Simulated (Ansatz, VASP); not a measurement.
**Li: VASP beside Ansatz**

```xyz
1
Lattice="2.8577 0.0000 0.0000 0.0000 2.8577 0.0000 0.0000 0.0000 2.8577" Properties=species:S:1:pos:R:3 pbc="T T T"
Li    0.0000    0.0000    0.0000
```

Alike in both runs: task relaxation of cell and atoms; functional LDA; k mesh 11 × 11 × 11; occupations fermi-dirac, width 0.1 eV; no spin polarisation.

```csv
,VASP,Ansatz
version,VASP 6.6.1,Ansatz 0.2.0
potentials or method,"VASP PAW LDA potentials, release 64 (Li_sv), cutoff 600 eV","plane waves (420 eV) with PAW, scalar-relativistic"
valence electrons in the cell,3,3
```

VASP gave:

* relaxed volume (Å³/atom): 18.68
* relaxed cell length with the largest relative difference (Å): 2.654

Question: What did Ansatz give for the same quantities?

Answer: Relaxed volume (Å³/atom): 19.05; relaxed cell length with the largest relative difference (Å): 2.671.

Ansatz warns that its potentials were made for another functional, while VASP's fit it. LDA's correlation is that of Perdew and Zunger in VASP and of Perdew and Wang (1992) in Ansatz.

Noted on VASP's run: the cutoff is short for stress, so the pressure is rough; the volume moved by over 15 % at a fixed basis, so the end points are rough.
